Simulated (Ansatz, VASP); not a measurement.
CdTe: VASP and Ansatz over several settings

```
CELL_PARAMETERS angstrom
0.00000 3.20500 3.20500
3.20500 0.00000 3.20500
3.20500 3.20500 0.00000
ATOMIC_POSITIONS crystal
Te 0.75000 0.75000 0.75000
Cd 0.00000 0.00000 0.00000
```

Single points on this cell with VASP 6.6.1 and Ansatz 0.2.0. Each row is one pair of runs. Alike in all rows: spin: off.

```csv
level,k mesh,smearing,"VASP's potentials, cutoff","Ansatz's potentials, cutoff","gap on the k mesh at the Fermi level (eV), VASP","gap on the k mesh at the Fermi level (eV), Ansatz","least direct gap on the mesh (eV), VASP","least direct gap on the mesh (eV), Ansatz","pressure (GPa), VASP","pressure (GPa), Ansatz"
PBEsol-based screened hybrid,4 × 4 × 4,"fermi-dirac, width 0.05 eV","VASP PAW PBE potentials, release 64 (Te, Cd), 520 eV","Ansatz PAW, 420 eV",1.54,1.63,1.54,1.63,1.7,1.7
r2SCAN+D3(BJ),7 × 7 × 7,"fermi-dirac, width 0.05 eV","VASP PAW PBE potentials, release 64 (Te, Cd), 520 eV","Ansatz PAW, 500 eV",1.38,1.39,1.38,1.39,2.5,2.4
RPBE+D4,7 × 7 × 7,tetrahedron,"VASP PAW PBE potentials, release 64 (Te, Cd), 520 eV","Ansatz PAW large core, 420 eV",1.02,1.04,1.02,1.04,2.3,2.1
PBEsol,6 × 6 × 6,"fermi-dirac, width 0.05 eV","VASP PAW PBE potentials, release 64 (Te, Cd), 500 eV","Ansatz PAW, 420 eV",0.76,0.76,0.76,0.76,1.9,1.7
PBE,7 × 7 × 7,"gaussian, width 0.029 eV","VASP PAW PBE potentials, release 64 (Te, Cd), 520 eV","Ansatz PAW, 420 eV",0.87,0.87,0.87,0.87,4.4,4.2
PBE,7 × 7 × 7,"gaussian, width 0.03 eV","VASP PAW PBE potentials, release 64 (Te, Cd), 520 eV","Ansatz PAW, 420 eV",0.87,0.87,0.87,0.87,4.4,4.2
PBE,10 × 10 × 10,"fermi-dirac, width 0.05 eV","VASP PAW PBE potentials, release 64 (Te, Cd), 520 eV","Ansatz PAW, 420 eV",0.87,0.87,0.87,0.87,4.4,4.2
```

Gap on the k mesh at the fermi level (eV): the two programs differ by at most 0.092; least direct gap on the mesh (eV): the two programs differ by at most 0.092; pressure (GPa): the two programs differ by at most 0.19.

VASP's potentials hold 18 valence electrons a cell and Ansatz's 36; VASP's potentials hold 18 valence electrons a cell and Ansatz's 26, so a difference there can come from the potentials and not from the codes.

The k mesh is coarse in some rows, so the values compare programs but aren't converged. Neither program's run includes spin-orbit coupling. Noted on Ansatz's runs: odd divisions of the mesh miss points on the zone boundary, where band edges often lie, so the gap on the mesh can be too wide.
